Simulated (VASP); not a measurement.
# Tl3Cu in VASP: notebook

The runs below take Tl3Cu through single point, with PBE.

Everything below comes from runs of VASP 6.6.1. Logs are shortened: lines on timing, memory, paths and dates and some standing lists are left out, and cuts for length are marked.

### 1 The cell of the first run

It takes space group Pm-3m (No. 221, cubic). Conventional cell: a = 4.635 Å, b = 4.635 Å, c = 4.635 Å, α = 90.00°, β = 90.00°, γ = 90.00°. Tl (site symmetry 4/mmm) has 8 Tl at 3.28 Å and 4 Cu at 3.28 Å within 4.3 Å. Within 4.3 Å of Cu (site symmetry m-3m) lie 12 Tl at 3.28 Å.

### 2 Single point, PBE

Contents of INCAR:

```
SYSTEM = Tl3Cu
ALGO     = Fast           ! electronic algorithm
EDIFF    = 1E-6           ! SCF threshold, eV
ENCUT    = 520            ! plane-wave cutoff, eV
GGA      = PE             ! functional
ISIF     = 2              ! what is computed and relaxed
ISMEAR   = -1             ! smearing method
LASPH    = .True.         ! aspherical terms in the spheres
LCHARG   = .False.        ! write CHGCAR
LREAL    = .False.        ! projectors in reciprocal space
LWAVE    = .False.        ! write WAVECAR
NBANDS   = 33             ! bands
NELM     = 60             ! most SCF steps
PREC     = Accurate       ! precision mode
SIGMA    = 0.05           ! smearing width, eV
```

Contents of KPOINTS:

```
k-points
0
Gamma
  6 6 6
  0 0 0
```

Contents of POSCAR:

```
Tl3Cu
1.0
    4.6345965012      0.0000000000      0.0000000000
    0.0000000000      4.6345965012      0.0000000000
    0.0000000000      0.0000000000      4.6345965012
Tl Cu
3 1
Direct
    0.5000000000      0.5000000000      0.0000000000
    0.5000000000      0.0000000000      0.5000000000
    0.0000000000      0.5000000000      0.5000000000
    0.0000000000      0.0000000000      0.0000000000
```

Potentials or basis: VASP PAW PBE potentials, release 64 (Tl_d, Cu).

The run is started by

```
$ cat potpaw_PBE.64/Tl_d/POTCAR potpaw_PBE.64/Cu/POTCAR > POTCAR
$ mpirun -np 1 vasp_std > vasp.out
```

OUTCAR:

```text
SYSTEM = Tl3Cu
   EDIFF = 1E-6
   ENCUT = 520
   GGA = PE
   ISIF = 2
   ISMEAR = -1
   LASPH = .True.
   LREAL = .False.
   NELM = 60
   PREC = Accurate

 ion  position               nearest neighbor table
   1  0.500  0.500  0.000-   2 3.28   3 3.28   4 3.28   2 3.28   3 3.28   2 3.28   4 3.28   2 3.28
                             3 3.28   4 3.28   3 3.28   4 3.28
   2  0.500  0.000  0.500-   1 3.28   3 3.28   4 3.28   1 3.28   4 3.28   1 3.28   3 3.28   1 3.28
                             3 3.28   4 3.28   4 3.28   3 3.28
   3  0.000  0.500  0.500-   1 3.28   2 3.28   4 3.28   1 3.28   4 3.28   2 3.28   4 3.28   4 3.28
                             1 3.28   2 3.28   1 3.28   2 3.28
   4  0.000  0.000  0.000-   1 3.28   2 3.28   3 3.28   2 3.28   3 3.28   1 3.28   3 3.28   3 3.28
                             1 3.28   2 3.28   2 3.28   1 3.28

  LATTYP: Found a simple cubic cell.
 ALAT       =     4.6345965012

  Lattice vectors:

 A1 = (   4.6345965012,   0.0000000000,   0.0000000000)
 A2 = (   0.0000000000,   4.6345965012,   0.0000000000)
 A3 = (   0.0000000000,   0.0000000000,   4.6345965012)

Analysis of symmetry for initial positions (statically):
=====================================================================
 Subroutine PRICEL returns:
 Original cell was already a primitive cell.

 Routine SETGRP: Setting up the symmetry group for a
 simple cubic supercell.

 Subroutine GETGRP returns: Found 48 space group operations
 (whereof 48 operations were pure point group operations)
 out of a pool of 48 trial point group operations.

The static configuration has the point symmetry O_h .

Analysis of symmetry for dynamics (positions and initial velocities):
=====================================================================
 Subroutine PRICEL returns:
 Original cell was already a primitive cell.

 Routine SETGRP: Setting up the symmetry group for a
 simple cubic supercell.

 Subroutine GETGRP returns: Found 48 space group operations
 (whereof 48 operations were pure point group operations)
 out of a pool of 48 trial point group operations.

The dynamic configuration has the point symmetry O_h .

 Subroutine INISYM returns: Found 48 space group operations
 (whereof 48 operations are pure point group operations),
 and found     1 'primitive' translations

----------------------------------------------------------------------------------------

                                     Primitive cell

  volume of cell :      99.5487

  direct lattice vectors                    reciprocal lattice vectors
     4.634596501  0.000000000  0.000000000     0.215768514  0.000000000  0.000000000
     0.000000000  4.634596501  0.000000000     0.000000000  0.215768514  0.000000000
     0.000000000  0.000000000  4.634596501     0.000000000  0.000000000  0.215768514

  length of vectors
     4.634596501  4.634596501  4.634596501     0.215768514  0.215768514  0.215768514

  position of ions in fractional coordinates (direct lattice)
     0.500000000  0.500000000  0.000000000
     0.500000000  0.000000000  0.500000000
     0.000000000  0.500000000  0.500000000
     0.000000000  0.000000000  0.000000000

  ion indices of the primitive-cell ions
   primitive index   ion index
                 1           1
                 2           2
                 3           3
                 4           4

----------------------------------------------------------------------------------------

 KPOINTS: k-points

Automatic generation of k-mesh.
 Grid dimensions read from file:
 generate k-points for:    6    6    6

 Generating k-lattice:

  Cartesian coordinates                     Fractional coordinates (reciprocal lattice)
     0.035961419  0.000000000  0.000000000     0.166666667  0.000000000  0.000000000
     0.000000000  0.035961419  0.000000000     0.000000000  0.166666667  0.000000000
     0.000000000  0.000000000  0.035961419     0.000000000  0.000000000  0.166666667

  Length of vectors
     0.035961419  0.035961419  0.035961419

  Shift w.r.t. Gamma in fractional coordinates (k-lattice)
     0.000000000  0.000000000  0.000000000

 Subroutine IBZKPT returns following result:
 ===========================================

 Found     20 irreducible k-points:

 Following reciprocal coordinates:
            Coordinates               Weight
  0.000000  0.000000  0.000000      1.000000
  0.166667  0.000000  0.000000      6.000000
  0.333333  0.000000  0.000000      6.000000
  0.500000  0.000000  0.000000      3.000000
  0.166667  0.166667  0.000000     12.000000
  0.333333  0.166667  0.000000     24.000000
[... 12 lines left out ...]
  0.500000  0.500000  0.333333      6.000000
  0.500000  0.500000  0.500000      1.000000
   k-points           NKPTS =     20   k-points in BZ     NKDIM =     20   number of bands    NBANDS=     33
   number of dos      NEDOS =    301   number of ions     NIONS =      4
   total plane-waves  NPLWV =  46656
   dimension x,y,z NGX =    36 NGY =   36 NGZ =   36
   dimension x,y,z NGXF=    72 NGYF=   72 NGZF=   72
   ions per type =               3   1
   NGX,Y,Z   is equivalent  to a cutoff of  12.91, 12.91, 12.91 a.u.
   NGXF,Y,Z  is equivalent  to a cutoff of  25.83, 25.83, 25.83 a.u.
 SYSTEM =  Tl3Cu
   PREC   = accura    normal or accurate (medium, high low for compatibility)
   ISTART =      0    job   : 0-new  1-cont  2-samecut
   ICHARG =      2    charge: 1-file 2-atom 10-const
   ISPIN  =      1    spin polarized calculation?
   LNONCOLLINEAR =      F non collinear calculations
   LSORBIT =      F    spin-orbit coupling
   LASPH  =      T    aspherical Exc in radial PAW
   ENCUT  =  520.0 eV  38.22 Ry    6.18 a.u.   8.62  8.62  8.62*2*pi/ulx,y,z
   NELM   =     60;   NELMIN=  2; NELMDL= -5     # of ELM steps
   EDIFF  = 0.1E-05   stopping-criterion for ELM
   LREAL  =      F    real-space projection
   EDIFFG = 0.1E-04   stopping-criterion for IOM
   NSW    =      0    number of steps for IOM
   IBRION =     -1    ionic relax: 0-MD 1-quasi-New 2-CG
   NFREE  =      0    steps in history (QN), initial steepest desc. (CG)
   ISIF   =      2    stress and relaxation
   ISYM   =      2    0-nonsym 1-usesym 2-fastsym
   POTIM  = 0.5000    time-step for ionic-motion
   TEBEG  =    0.0;   TEEND  =   0.0 temperature during run
   PSTRESS=    0.0 pullay stress
   NELECT =      50.0000    total number of electrons
   NUPDOWN=      -1.0000    fix difference up-down
   EMIN   =  10.00;   EMAX   =-10.00  energy-range for DOS
   EFERMI =   0.00;   METHOD = LEGACY
   ISMEAR =    -1;   SIGMA  =   0.05  broadening in eV -4-tet -1-fermi 0-gaus
   EFERMI_NEDOS =   21; number of points for ismear=-14 and -15
   IALGO  =     68    algorithm
   IMIX   =      4    mixing-type and parameters
     AMIX     =   0.40;   BMIX     =  1.00
     AMIX_MAG =   1.60;   BMIX_MAG =  1.00
  volume/ion in A,a.u.               =      24.89       167.95
  Fermi-wavevector in a.u.,A,eV,Ry     =   1.301326  2.459150 23.040791  1.693450
  Thomas-Fermi vector in A             =   2.432467
   LORBIT       =      0    0 simple, 1 ext, 2 COOP (PROOUT), +10 PAW based schemes
   GGA     = PE    functional components
   LHFCALC =     F    Hartree Fock is set to
   AEXX    =    0.0000 exact exchange contribution
   IVDW    =     0    specifies the selected vdW correction
   LEPSILON=     F    determine dielectric tensor
   LRPA    =     F    only Hartree local field effects (RPA)
 non-spin polarized calculation
 RMM-DIIS sequential band-by-band and
  energy-cutoff  :      520.00
  volume of cell :       99.55
 maximum number of plane-waves:      2730
 NGX is ok and might be reduce to    36
   NGX = 17   NGY = 17   NGZ = 17

 number of electron      49.9999958 magnetization

 Free energy of the ion-electron system (eV)
  ---------------------------------------------------
  ext. energy  EPLUGINS =         0.00000000
  ---------------------------------------------------
  free energy    TOTEN  =        -9.24325625 eV

  energy without entropy =       -9.22609085  energy(sigma->0) =       -9.23467355

 E-fermi :   6.5677     XC(G=0): -10.4443

 val. band max:        6.5398469936   @ k =   0.5000   0.0000   0.0000
 cond. band min:       6.6447107357   @ k =   0.3333   0.1667   0.0000
 fundamental gap:      0.1048637421
 Fermi energy:         6.5676649074

 k-point     1 :       0.0000    0.0000    0.0000
  band No.  band energies     occupation
      1      -5.6276      2.00000
      2      -5.5395      2.00000
      3      -5.5395      2.00000
      4      -5.5395      2.00000
      5      -5.2435      2.00000
      6      -5.2435      2.00000
[... 25 lines left out ...]
     32      12.0020      0.00000
     33      12.0020      0.00000

 k-point     2 :       0.1667    0.0000    0.0000
  band No.  band energies     occupation
      1      -5.5694      2.00000
      2      -5.5271      2.00000
      3      -5.4805      2.00000
      4      -5.4805      2.00000
      5      -5.2303      2.00000
      6      -5.1941      2.00000
[... 25 lines left out ...]
     32      12.1088      0.00000
     33      12.1088      0.00000

 k-point     3 :       0.3333    0.0000    0.0000
  band No.  band energies     occupation
      1      -5.5007      2.00000
      2      -5.4280      2.00000
      3      -5.3138      2.00000
      4      -5.3138      2.00000
      5      -5.2027      2.00000
      6      -5.0699      2.00000
[... 25 lines left out ...]
     32      12.9067      0.00000
     33      12.9067      0.00000

 k-point     4 :       0.5000    0.0000    0.0000
  band No.  band energies     occupation
      1      -5.4866      2.00000
      2      -5.3315      2.00000
      3      -5.1784      2.00000
      4      -5.1172      2.00000
      5      -5.1172      2.00000
      6      -5.0124      2.00000
[... 529 lines left out ...]
     32      14.8515      0.00000
     33      15.4671      0.00000

 k-point    19 :       0.5000    0.5000    0.3333
  band No.  band energies     occupation
      1      -5.3879      2.00000
      2      -5.3879      2.00000
      3      -5.3854      2.00000
      4      -5.2885      2.00000
      5      -5.1809      2.00000
      6      -5.1809      2.00000
[... 25 lines left out ...]
     32      15.6698      0.00000
     33      15.8662      0.00000

 k-point    20 :       0.5000    0.5000    0.5000
  band No.  band energies     occupation
      1      -5.4282      2.00000
      2      -5.4282      2.00000
      3      -5.4282      2.00000
      4      -5.3275      2.00000
      5      -5.1902      2.00000
      6      -5.1902      2.00000
[... 25 lines left out ...]
     32      16.5353      0.00000
     33      16.8679      0.00000

------------------------ aborting loop because EDIFF is reached ----------------------------------------

  FORCE on cell =-STRESS in cart. coord.  units (eV):
  Direction    XX          YY          ZZ          XY          YZ          ZX
  --------------------------------------------------------------------------------------
  -------------------------------------------------------------------------------------
  Total        1.2071149      1.2071149      1.2071149     -0.0000000     -0.0000000      0.0000000
  in kB       19.4277899     19.4277899     19.4277899     -0.0000000     -0.0000000      0.0000000
  external PRESSURE =      19.4277899 kB  Pullay stress =       0.0000000 kB

 VOLUME and BASIS-vectors are now :
 -----------------------------------------------------------------------------
  energy-cutoff  :      520.00
  volume of cell :       99.55
      direct lattice vectors                 reciprocal lattice vectors
     4.634596501  0.000000000  0.000000000     0.215768514  0.000000000  0.000000000
     0.000000000  4.634596501  0.000000000     0.000000000  0.215768514  0.000000000
     0.000000000  0.000000000  4.634596501     0.000000000  0.000000000  0.215768514

 POSITION                                       TOTAL-FORCE (eV/Angst)
 -----------------------------------------------------------------------------------
      2.31730      2.31730      0.00000         0.000000      0.000000      0.000000
      2.31730      0.00000      2.31730         0.000000      0.000000      0.000000
      0.00000      2.31730      2.31730         0.000000      0.000000      0.000000
      0.00000      0.00000      0.00000         0.000000      0.000000      0.000000
 -----------------------------------------------------------------------------------
    total drift:                                0.000000      0.000000      0.000000

  FREE ENERGIE OF THE ION-ELECTRON SYSTEM (eV)
  ---------------------------------------------------
  free  energy   TOTEN  =        -9.2432562514 eV

  energy  without entropy=       -9.2260908457  energy(sigma->0) =       -9.23467355
```

Wall time 45 s (1 thread of Intel Xeon Platinum 8488C (Sapphire Rapids), shared host); peak memory 0.23 GiB.

What came out:

```
Free energy            : -9.2433 eV
Pressure               : 1.9 GPa
Band gap on the k mesh : zero (bands 25 and 26 overlap by 3.39 eV)
```

Levels at points of the mesh, in eV from the Fermi level:
| k point | band 22 | band 23 | band 24 | band 25 | band 26 | band 27 | band 28 | band 29 |
| --- | --- | --- | --- | --- | --- | --- | --- | --- |
| (0.00, 0.00, 0.00) | -1.75 | -1.75 | -1.50 | -1.50 | -1.50 | 0.69 | 4.95 | 4.95 |
| (0.50, 0.00, 0.00) | -2.16 | -2.16 | -0.03 | 0.75 | 0.75 | 1.57 | 1.57 | 2.87 |
| (0.50, 0.50, 0.00) | -2.16 | -2.05 | -2.00 | 1.49 | 2.41 | 2.41 | 2.88 | 3.17 |
| (0.50, 0.50, 0.50) | -2.47 | -2.13 | -2.13 | -1.91 | -1.91 | -1.91 | -0.68 | 9.29 |

Caveat: spin-orbit coupling is left out, which moves the levels of the heavy elements.

### 3 Single point, PBE

This run uses another cell than the first one, of 28.38 Å³/atom.

Contents of INCAR:

```
SYSTEM = Tl3Cu
ALGO = Normal ; EDIFF = 1E-7
ENCUT = 520 ; GGA = PE
ISIF = 2 ; ISMEAR = -1
LASPH = .TRUE. ; LCHARG = .FALSE.
LREAL = .FALSE. ; LWAVE = .FALSE.
NBANDS = 33 ; NELM = 80
PREC = Accurate ; SIGMA = 0.05
```

Contents of KPOINTS:

```
k-points
0
G
  5 5 5
  0 0 0
```

Contents of POSCAR:

```
Tl3Cu
1.0
    4.9056779200      0.0000000000      0.0000000000
    0.0000000000      4.9056779200      0.0000000000
    0.0000000000      0.0000000000      4.7169980000
Tl Cu
3 1
Direct
    0.5000000000      0.5000000000      0.0000000000
    0.5000000000      0.0000000000      0.5000000000
    0.0000000000      0.5000000000      0.5000000000
    0.0000000000      0.0000000000      0.0000000000
```

Potentials or basis: VASP PAW PBE potentials, release 64 (Tl_d, Cu).

The run is started by

```
$ cat potpaw_PBE.64/Tl_d/POTCAR potpaw_PBE.64/Cu/POTCAR > POTCAR
$ mpirun -np 1 vasp_std > vasp.out
```

Run time: 45 s. Hardware: 1 thread of Intel Xeon Platinum 8488C (Sapphire Rapids), shared host; peak memory 0.22 GiB.

It converged, with:

```yaml
Free_energy: -9.2093 eV
Pressure: -2.2 GPa
Band_gap_on_the_k_mesh: zero (bands 25 and 26 overlap by 2.41 eV)
```

Stress tensor (GPa, compression positive):
```
-2.51  0.00  0.00
 0.00 -2.51  0.00
 0.00  0.00 -1.49
```

Levels at points of the mesh, in eV from the Fermi level:
| k point | band 23 | band 24 | band 25 | band 26 | band 27 | band 28 |
| --- | --- | --- | --- | --- | --- | --- |
| (0.00, 0.00, 0.00) | -1.75 | -1.33 | -1.33 | -0.95 | 0.41 | 4.35 |

Caveat: spin-orbit coupling is left out, which moves the levels of the heavy elements.

The gap in the log of VASP goes by the Fermi energy; the results here count the filled bands.